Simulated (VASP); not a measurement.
Wanted: the native input for a VASP 6.6.1 run.

| Item | Value |
| --- | --- |
| Task | electric field gradients |
| Functional | PBE |
| Potentials or basis | VASP PAW PBE potentials, release 64 (Eu, S) |
| Cutoff | 520 eV |
| k mesh | 10 × 10 × 10 |
| Occupations | gaussian, width 0.05 eV |
| Spin | collinear spin, ferromagnetic start |
| Starting moments | [7.4, 0.0] μB |
| Dipole correction | no |
| Further INCAR settings | ALGO = Normal; EDIFF = 1e-08; NBANDS = 22 |

The structure of EuS lies in POSCAR:

```
EuS
1.0
    0.0000000000      2.9252338572      2.9252338572
    2.9252338572      0.0000000000      2.9252338572
    2.9252338572      2.9252338572      0.0000000000
Eu S
1 1
Direct
    0.0000000000      0.0000000000      0.0000000000
    0.5000000000      0.5000000000      0.5000000000
```

The input as run:

INCAR

```
SYSTEM = EuS
PREC = Accurate
ENCUT = 520
EDIFF = 1E-8
ISMEAR = 0
SIGMA = 0.05
LREAL = .False.
LASPH = .True.
NELM = 200
ALGO = Normal
ISIF = 2
LWAVE = .False.
LCHARG = .False.
ISPIN = 2
MAGMOM = 7.4 0
LORBIT = 11
LMAXMIX = 6
GGA = PE
LEFG = .True.
NBANDS = 22
GGA_COMPAT = .False.
```

KPOINTS

```
Automatic mesh
0
Gamma
  10 10 10
  0 0 0
```

Potentials or basis: VASP PAW PBE potentials, release 64 (Eu, S).

Run with:

```console
$ cat potpaw_PBE.64/Eu/POTCAR potpaw_PBE.64/S/POTCAR > POTCAR
$ mpirun -np 1 vasp_std > vasp.out
```

It gave:

```yaml
Pressure: -0.3 GPa
Band_gap_on_the_k_mesh: zero (filled and empty bands overlap)
Net_moment: 6.97 μB per cell
Site_moments: Eu +6.57; S -0.08 μB
Largest_electric_field_gradient_by_atom: under 0.05 V/Å² on every atom
Valence_electrons_inside_the_program's_atomic_spheres: Eu 14.76; S 3.76
```

Caveat: spin-orbit coupling is left out, which moves the levels of the heavy elements; a cell with one magnetic atom can't hold antiferromagnetic order, which such compounds often take; semilocal functionals describe open f shells poorly, which spoils levels, moments and volumes.

Run time: 4.6 min on 1 thread of AMD EPYC 7R43 64-Core Processor (Zen 3), with other jobs on the host, peak memory 0.22 GiB.
